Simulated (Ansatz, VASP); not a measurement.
**Two plane-wave programs on AlAs**

```
Al As
1.0
     0.00000    2.83822    2.83822
     2.83822    0.00000    2.83822
     2.83822    2.83822    0.00000
Al As
1 1
Direct
  0.00000 0.00000 0.00000
  0.25000 0.25000 0.25000
```

Alike in both runs: functional r2SCAN; k mesh 8 × 8 × 8; occupations gaussian, width 0.02 eV; no spin polarisation.

Ansatz relaxed the structure, and its values are those at the end. VASP's run is a single point on that final structure, the one shown.

|  | VASP | Ansatz |
| --- | --- | --- |
| version | VASP 6.6.1 | Ansatz 0.2.0 |
| potentials or method | VASP PAW PBE potentials, release 64 (Al, As), cutoff 550 eV | scalar-relativistic, plane waves, PAW |
| valence electrons in the cell | 8 | 18 |

|  | VASP | Ansatz | Ansatz less VASP |
| --- | --- | --- | --- |
| gap on the k mesh at the Fermi level (eV) | 1.80 | 1.81 | +0.009 |
| least direct gap on the mesh (eV) | 2.64 | 2.63 | -0.003 |
| pressure (GPa) | 0.0 | 0.0 | -0.02 |

VASP's potentials were made for PBE, not for r2SCAN. VASP's potentials hold 8 valence electrons a cell and Ansatz's 18, so a difference there can come from the potentials and not from the codes.
